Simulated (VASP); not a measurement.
Crystal: Rb3Cl.

```
Rb Cl
1.0
    -2.55856    2.55856    5.71523
     2.55856   -2.55856    5.71523
     2.55856    2.55856   -5.71523
Rb Cl
3 1
Direct
  0.50000 0.50000 0.00000
  0.25000 0.75000 0.50000
  0.75000 0.25000 0.50000
  0.00000 0.00000 0.00000
```

```yaml
Program: VASP 6.6.1
Task: relaxation of cell and atoms
Functional: PBE
Potentials_or_basis: VASP PAW PBE potentials, release 64 (Rb_sv, Cl)
Cutoff: 600 eV
k_mesh: 6 × 6 × 6
Occupations: gaussian, width 0.1 eV
Spin: no spin polarisation
```

At the start: pressure 5.1 GPa; volume 37.41 Å³/atom.

Task: Where does the relaxation end?

Result: Over 9 steps the energy falls by 257.7 meV/atom and the volume is 60.74 Å³/atom (+62.3 %); space group I4/mmm (No. 139, to 0.1 Å) before and after.

Step by step:
| step | energy change (eV) | largest force (eV/Å) | pressure (GPa) | volume (Å³) |
| --- | --- | --- | --- | --- |
| 1 | 0.0000 | 0.0000 | 5.10 | 149.65 |
| 2 | -0.6231 | 0.0000 | 2.43 | 176.95 |
| 3 | -0.9693 | 0.0000 | 0.57 | 217.11 |
| 4 | -1.0081 | 0.0000 | 0.12 | 235.17 |
| 5 | -1.0113 | 0.0000 | 0.00 | 242.07 |
| 6 | -1.0112 | 0.0000 | -0.04 | 244.23 |
| 7 | -1.0142 | 0.0000 | -0.03 | 244.16 |
| 8 | -1.0220 | 0.0000 | -0.02 | 243.87 |
| 9 | -1.0307 | 0.0000 | 0.04 | 242.95 |

Final structure:
```yaml
crystal:
  lattice:
    - [-2.89595, 2.89595, 7.24222]
    - [2.89595, -2.89595, 7.24222]
    - [2.89595, 2.89595, -7.24222]
  atoms:
    - { symbol: Rb, position: [0.50000, 0.50000, 0.00000] }
    - { symbol: Rb, position: [0.25000, 0.75000, 0.50000] }
    - { symbol: Rb, position: [0.75000, 0.25000, 0.50000] }
    - { symbol: Cl, position: [0.00000, 0.00000, 0.00000] }
```

Caveat: the volume moved by over 15 % at a fixed basis, so the end points are rough.
